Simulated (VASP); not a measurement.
Input of a VASP 6.6.1 run:

Contents of INCAR:

```
SYSTEM = Hg
  ALGO = Normal
  EDIFF = 1E-7
  ENCUT = 520
  GGA = RP
  ISIF = 2
  ISMEAR = -1
  LASPH = .True.
  LCHARG = .False.
  LREAL = .False.
  LWAVE = .False.
  NBANDS = 19
  NELM = 60
  PREC = Accurate
  SIGMA = 0.1
```

File KPOINTS:

```
k-points
0
Gamma
  8 8 6
  0 0 0
```

Contents of POSCAR:

```
Hg
1.0
   -4.4673487672      4.4650726292      2.4741517712
    4.4650726292     -4.4673487672      2.4741517712
    4.4769050779      4.4769050779     -2.4783205222
Hg
2
Direct
    0.9999534417      0.0000465583      0.0000000000
    0.7500465583      0.2499534417      0.5000000000
```

Potentials or basis: VASP PAW PBE potentials, release 64 (Hg).

The run is started by

```sh
$ cat potpaw_PBE.64/Hg/POTCAR > POTCAR
$ mpirun -np 1 vasp_std > vasp.out
```

(1) Predict the pressure.

(2) Estimate the band gap on the k mesh.

Answers

(1) 0.0 GPa.

(2) 3.73 eV, indirect (least direct gap 4.19 eV).

Caveat: the PAW data sets were made with another functional, which shifts forces and pressure a little; spin-orbit coupling is left out, which moves the levels of the heavy elements.
